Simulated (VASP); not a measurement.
# BaTiO3 (P4mm) in VASP: further runs

BaTiO3 is run at these levels: PBE; tasks: single point.

All numbers are computed with VASP 6.6.1; they aren't measurements. Logs are shortened: lines on timing, memory, paths and dates and some standing lists are left out, and cuts for length are marked.

### 1 The cell of the first run

The structure is tetragonal, space group P4mm (No. 99). Conventional cell: a = 3.866 Å, b = 3.866 Å, c = 4.076 Å, α = 90.00°, β = 90.00°, γ = 90.00°. Within 3.6 Å of Ba (site symmetry 4mm) lie 12 O at 2.72 to 2.90 Å and 8 Ti at 3.37 to 3.45 Å. Ti (site symmetry 4mm) has 6 O at 1.76 to 2.32 Å within 2.4 Å. O (site symmetry 4mm) has 2 Ti at 1.76 to 2.32 Å within 2.4 Å. O (site symmetry 2mm) has 2 Ti at 1.94 Å within 2.6 Å.

### 2 Single point, PBE (strain -0.030 along x and y, -0.030 along z)

Contents of INCAR:

```
ALGO = Normal ; EDIFF = 1E-7
ENCUT = 520 ; GGA = PE
ISIF = 2 ; ISMEAR = 0
LASPH = True ; LCHARG = False
LREAL = False ; LWAVE = False
NBANDS = 28 ; NELM = 80
PREC = Accurate ; SIGMA = 0.05
```

Contents of KPOINTS:

```
k-points
0
Gamma
  8 8 6
```

Contents of POSCAR:

```
BaTiO3
1.0
    3.8657930515      0.0000000000      0.0000000000
    0.0000000000      3.8657930515      0.0000000000
    0.0000000000      0.0000000000      4.0757530286
Ba Ti O
1 1 3
Direct
    0.0000000000      0.0000000000      0.9863187693
    0.5000000000      0.5000000000      0.4690806688
    0.5000000000      0.5000000000      0.0378497747
    0.5000000000      0.0000000000      0.5173753936
    0.0000000000      0.5000000000      0.5173753936
```

Potentials or basis: VASP PAW PBE potentials, release 64 (Ba_sv, Ti_sv, O).

Command:

```bash
$ cat potpaw_PBE.64/Ba_sv/POTCAR potpaw_PBE.64/Ti_sv/POTCAR potpaw_PBE.64/O/POTCAR > POTCAR
$ mpirun -np 1 vasp_std > vasp.out
```

OUTCAR:

```text
EDIFF = 1E-7
   ENCUT = 520
   GGA = PE
   ISIF = 2
   ISMEAR = 0
   LASPH = True
   LREAL = False
   NELM = 80
   PREC = Accurate

 ion  position               nearest neighbor table
   1  0.000  0.000  0.986-   4 2.72   5 2.72   5 2.72   4 2.72   3 2.74   3 2.74   3 2.74   3 2.74
                             4 2.90   5 2.90   5 2.90   4 2.90   2 3.37   2 3.37   2 3.37   2 3.37
   2  0.500  0.500  0.469-   3 1.76   4 1.94   5 1.94   4 1.94   5 1.94   3 2.32   1 3.37   1 3.37
                             1 3.37   1 3.37   1 3.45   1 3.45   1 3.45   1 3.45
   3  0.500  0.500  0.038-   2 1.76   2 2.32   1 2.74   1 2.74   1 2.74   1 2.74
   4  0.500  0.000  0.517-   2 1.94   2 1.94   1 2.72   1 2.72   1 2.90   1 2.90
   5  0.000  0.500  0.517-   2 1.94   2 1.94   1 2.72   1 2.72   1 2.90   1 2.90

  LATTYP: Found a simple tetragonal cell.
 ALAT       =     3.8657930515
 C/A-ratio  =     1.0543122651

  Lattice vectors:

 A1 = (   3.8657930515,   0.0000000000,   0.0000000000)
 A2 = (   0.0000000000,   3.8657930515,   0.0000000000)
 A3 = (   0.0000000000,   0.0000000000,   4.0757530286)

Analysis of symmetry for initial positions (statically):
=====================================================================
 Subroutine PRICEL returns:
 Original cell was already a primitive cell.

 Routine SETGRP: Setting up the symmetry group for a
 simple tetragonal supercell.

 Subroutine GETGRP returns: Found  8 space group operations
 (whereof  8 operations were pure point group operations)
 out of a pool of 16 trial point group operations.

The static configuration has the point symmetry C_4v.

Analysis of symmetry for dynamics (positions and initial velocities):
=====================================================================
 Subroutine PRICEL returns:
 Original cell was already a primitive cell.

 Routine SETGRP: Setting up the symmetry group for a
 simple tetragonal supercell.

 Subroutine GETGRP returns: Found  8 space group operations
 (whereof  8 operations were pure point group operations)
 out of a pool of 16 trial point group operations.

The dynamic configuration has the point symmetry C_4v.

 Subroutine INISYM returns: Found  8 space group operations
 (whereof  8 operations are pure point group operations),
 and found     1 'primitive' translations

----------------------------------------------------------------------------------------

                                     Primitive cell

[... 97 lines left out ...]
   LREAL  =      F    real-space projection
   EDIFFG = 0.1E-05   stopping-criterion for IOM
   NSW    =      0    number of steps for IOM
   IBRION =     -1    ionic relax: 0-MD 1-quasi-New 2-CG
   NFREE  =      0    steps in history (QN), initial steepest desc. (CG)
   ISIF   =      2    stress and relaxation
   ISYM   =      2    0-nonsym 1-usesym 2-fastsym
   POTIM  = 0.5000    time-step for ionic-motion
   TEBEG  =    0.0;   TEEND  =   0.0 temperature during run
   PSTRESS=    0.0 pullay stress
   NELECT =      40.0000    total number of electrons
   NUPDOWN=      -1.0000    fix difference up-down
   EMIN   =  10.00;   EMAX   =-10.00  energy-range for DOS
   EFERMI =   0.00;   METHOD = LEGACY
   ISMEAR =     0;   SIGMA  =   0.05  broadening in eV -4-tet -1-fermi 0-gaus
   EFERMI_NEDOS =   21; number of points for ismear=-14 and -15
   IALGO  =     38    algorithm
   IMIX   =      4    mixing-type and parameters
     AMIX     =   0.40;   BMIX     =  1.00
     AMIX_MAG =   1.60;   BMIX_MAG =  1.00
  volume/ion in A,a.u.               =      12.18        82.21
  Fermi-wavevector in a.u.,A,eV,Ry     =   1.422983  2.689049 27.550185  2.024882
  Thomas-Fermi vector in A             =   2.543629
   LORBIT       =      0    0 simple, 1 ext, 2 COOP (PROOUT), +10 PAW based schemes
   GGA     = PE    functional components
   LHFCALC =     F    Hartree Fock is set to
   AEXX    =    0.0000 exact exchange contribution
   IVDW    =     0    specifies the selected vdW correction
   LEPSILON=     F    determine dielectric tensor
   LRPA    =     F    only Hartree local field effects (RPA)
 non-spin polarized calculation
 Gauss-broadening in eV      SIGMA  =   0.05
  energy-cutoff  :      520.00
  volume of cell :       60.91
 maximum number of plane-waves:      1664
 NGX is ok and might be reduce to    30
   NGX = 15   NGY = 15   NGZ = 15

 number of electron      40.0000020 magnetization

 Free energy of the ion-electron system (eV)
  ---------------------------------------------------
  ext. energy  EPLUGINS =         0.00000000
  ---------------------------------------------------
  free energy    TOTEN  =       -39.67536211 eV

  energy without entropy =      -39.67536211  energy(sigma->0) =      -39.67536211

 E-fermi :   4.7064     XC(G=0): -11.5058

 val. band max:        4.4671182871   @ k =   0.5000   0.5000   0.5000
 cond. band min:       6.4422246941   @ k =   0.0000   0.0000   0.0000
 fundamental gap:      1.9751064070
 Fermi energy:         4.7063725100

 k-point     1 :       0.0000    0.0000    0.0000
  band No.  band energies     occupation
      1     -51.8039      2.00000
      2     -28.2314      2.00000
      3     -28.0511      2.00000
      4     -28.0511      2.00000
      5     -20.5360      2.00000
      6     -12.7558      2.00000
[... 733 lines left out ...]
     27      12.6135      0.00000
     28      13.3782      0.00000

 [... further k-points ...]

------------------------ aborting loop because EDIFF is reached ----------------------------------------

  FORCE on cell =-STRESS in cart. coord.  units (eV):
  Direction    XX          YY          ZZ          XY          YZ          ZX
  --------------------------------------------------------------------------------------
  -------------------------------------------------------------------------------------
  Total        7.4964356      7.4964356      7.3057995      0.0000000      0.0000000      0.0000000
  in kB      197.1879326    197.1879326    192.1733987      0.0000000      0.0000000      0.0000000
  external PRESSURE =     195.5164213 kB  Pullay stress =       0.0000000 kB

 VOLUME and BASIS-vectors are now :
 -----------------------------------------------------------------------------
  energy-cutoff  :      520.00
  volume of cell :       60.91
      direct lattice vectors                 reciprocal lattice vectors
     3.865793051  0.000000000  0.000000000     0.258679134  0.000000000  0.000000000
     0.000000000  3.865793051  0.000000000     0.000000000  0.258679134  0.000000000
     0.000000000  0.000000000  4.075753029     0.000000000  0.000000000  0.245353434

 POSITION                                       TOTAL-FORCE (eV/Angst)
 -----------------------------------------------------------------------------------
      0.00000      0.00000      4.01999         0.000000     -0.000000      0.199658
      1.93290      1.93290      1.91186         0.000000     -0.000000      1.112547
      1.93290      1.93290      0.15427         0.000000     -0.000000     -1.417006
      1.93290      0.00000      2.10869         0.000000     -0.000000      0.052401
      0.00000      1.93290      2.10869         0.000000      0.000000      0.052401
 -----------------------------------------------------------------------------------
    total drift:                                0.000000      0.000000     -0.000507

  FREE ENERGIE OF THE ION-ELECTRON SYSTEM (eV)
  ---------------------------------------------------
  free  energy   TOTEN  =       -39.6753621146 eV

  energy  without entropy=      -39.6753621146  energy(sigma->0) =      -39.67536211
```

Wall time 3.9 min (1 thread of Intel Xeon 8259CL, shared host); peak memory 0.24 GiB.

What came out:

```yaml
Free_energy: -39.6754 eV
Pressure: 19.6 GPa
Largest_force: 1.417 eV/Å
Band_gap_on_the_k_mesh: 1.98 eV (least direct gap 2.53 eV)
```

Forces in eV/Å, atoms in the order of the input:
```
Ba   0.000  0.000  0.200
Ti   0.000  0.000  1.113
O    0.000  0.000 -1.417
O    0.000  0.000  0.052
O    0.000  0.000  0.052
```

Caveat: the cell differs from its parent crystal (strain -0.030 along x and y, -0.030 along z); the cell stands under pressure; spin-orbit coupling is left out, which moves the levels of the heavy elements; forces of over 1 eV/Å act on the atoms, so gaps and moduli don't describe the material at rest. A k mesh can miss the band edges.

### 3 Single point, PBE (strain -0.030 along x and y, -0.015 along z)

Contents of INCAR:

```
SYSTEM = BaTiO3
PREC = Accurate ; ENCUT = 520
EDIFF = 1E-6 ; ISMEAR = 0
SIGMA = 0.05 ; LREAL = .False.
LASPH = .True. ; NELM = 60
ALGO = Normal ; ISIF = 2
LWAVE = .False. ; LCHARG = .False.
GGA = PE ; NBANDS = 28
```

Contents of KPOINTS:

```
regular mesh
0
Gamma
  8 8 6
  0 0 0
```

POSCAR, as its differences from that of step 2:

```diff
@@ -4,3 +4,3 @@
     0.0000000000      3.8657930515      0.0000000000
-    0.0000000000      0.0000000000      4.0757530286
+    0.0000000000      0.0000000000      4.1387801373
 Ba Ti O
```

Potentials or basis: VASP PAW PBE potentials, release 64 (Ba_sv, Ti_sv, O).

Command:

```bash
$ cat potpaw_PBE.64/Ba_sv/POTCAR potpaw_PBE.64/Ti_sv/POTCAR potpaw_PBE.64/O/POTCAR > POTCAR
$ mpirun -np 1 vasp_std > vasp.out
```

Wall time 3.3 min (1 thread of Intel Xeon 8259CL, shared host); peak memory 0.25 GiB.

It converged, with:

```yaml
Free_energy: -39.7720 eV
Pressure: 16.2 GPa
Largest_force: 0.839 eV/Å
Band_gap_on_the_k_mesh: 1.93 eV (least direct gap 2.53 eV)
```

Forces in eV/Å, atoms in the order of the input:
```
Ba   0.000  0.000  0.145
Ti   0.000  0.000  0.572
O    0.000  0.000 -0.839
O    0.000  0.000  0.061
O    0.000  0.000  0.061
```

Stress tensor (GPa, compression positive):
```
17.56  0.00  0.00
 0.00 17.56  0.00
 0.00  0.00 13.43
```

Levels at points of the mesh, in eV from the valence-band top:
| k point | band 16 | band 17 | band 18 | band 19 | band 20 | band 21 | band 22 | band 23 | band 24 | band 25 |
| --- | --- | --- | --- | --- | --- | --- | --- | --- | --- | --- |
| (0.00, 0.00, 0.00) | -1.83 | -1.53 | -0.96 | -0.59 | -0.59 | 1.93 | 2.62 | 2.62 | 4.42 | 4.61 |
| (0.50, 0.00, 0.00) | -2.24 | -2.18 | -1.86 | -1.66 | -1.41 | 2.72 | 3.81 | 3.92 | 4.51 | 6.19 |
| (0.50, 0.50, 0.00) | -3.34 | -2.05 | -1.08 | -1.08 | -0.06 | 3.97 | 3.97 | 4.36 | 4.47 | 7.90 |
| (0.00, 0.00, 0.50) | -2.22 | -2.21 | -2.21 | -0.75 | -0.75 | 2.07 | 3.72 | 3.72 | 4.59 | 6.32 |
| (0.50, 0.00, 0.50) | -2.93 | -1.86 | -1.25 | -1.16 | -0.62 | 3.74 | 3.88 | 4.05 | 5.45 | 7.55 |
| (0.50, 0.50, 0.50) | -2.59 | -2.59 | -0.54 | -0.54 | 0.00 | 4.35 | 4.35 | 4.55 | 6.33 | 6.61 |

Caveat: the cell differs from its parent crystal (strain -0.030 along x and y, -0.015 along z); the cell stands under pressure; spin-orbit coupling is left out, which moves the levels of the heavy elements. A k mesh can miss the band edges.

### 4 Single point, PBE (strain -0.030 along x and y, +0.000 along z)

Contents of INCAR:

```
SYSTEM = BaTiO3
  PREC = Accurate
  ENCUT = 520
  EDIFF = 1E-6
  ISMEAR = 0
  SIGMA = 0.05
  LREAL = .FALSE.
  LASPH = .TRUE.
  NELM = 60
  ALGO = Normal
  ISIF = 2
  LWAVE = .FALSE.
  LCHARG = .FALSE.
  GGA = PE
  NBANDS = 28
```

Contents of KPOINTS:

```
Automatic mesh
0
G
  8 8 6
  0 0 0
```

POSCAR, as its differences from that of step 3:

```diff
@@ -4,3 +4,3 @@
     0.0000000000      3.8657930515      0.0000000000
-    0.0000000000      0.0000000000      4.1387801373
+    0.0000000000      0.0000000000      4.2018072460
 Ba Ti O
```

Command:

```bash
$ cat potpaw_PBE.64/Ba_sv/POTCAR potpaw_PBE.64/Ti_sv/POTCAR potpaw_PBE.64/O/POTCAR > POTCAR
$ mpirun -np 1 vasp_std > vasp.out
```

Wall time 3.5 min (1 thread of Intel Xeon 8259CL, shared host); peak memory 0.25 GiB.

The run converged. Its results:

```
Free energy            : -39.8368 eV
Pressure               : 13.1 GPa
Largest force          : 0.335 eV/Å
Band gap on the k mesh : 1.90 eV (least direct gap 2.52 eV)
```

Forces on the atoms (eV/Å):
```
Ba   0.000  0.000  0.091
Ti   0.000  0.000  0.106
O    0.000  0.000 -0.335
O    0.000  0.000  0.069
O    0.000  0.000  0.069
```

Stress tensor (GPa, compression positive):
```
15.53  0.00  0.00
 0.00 15.53  0.00
 0.00  0.00  8.38
```

Levels at points of the mesh, in eV from the valence-band top:
```csv
k point,band 18,band 19,band 20,band 21,band 22,band 23
"(0.00, 0.00, 0.00)",-1.03,-0.63,-0.63,1.90,2.55,2.55
"(0.50, 0.00, 0.00)",-1.91,-1.70,-1.43,2.65,3.75,3.84
"(0.50, 0.50, 0.00)",-1.04,-1.04,-0.05,3.88,3.88,4.24
"(0.00, 0.00, 0.50)",-2.11,-0.76,-0.76,2.02,3.55,3.55
"(0.50, 0.00, 0.50)",-1.34,-1.23,-0.68,3.57,3.82,3.93
"(0.50, 0.50, 0.50)",-0.58,-0.58,0.00,4.21,4.21,4.47
```

Caveat: the cell differs from its parent crystal (strain -0.030 along x and y, +0.000 along z); the stress differs along the axes, from 8 to 16 GPa; spin-orbit coupling is left out, which moves the levels of the heavy elements.

(Part 1 of 2 ends here.)
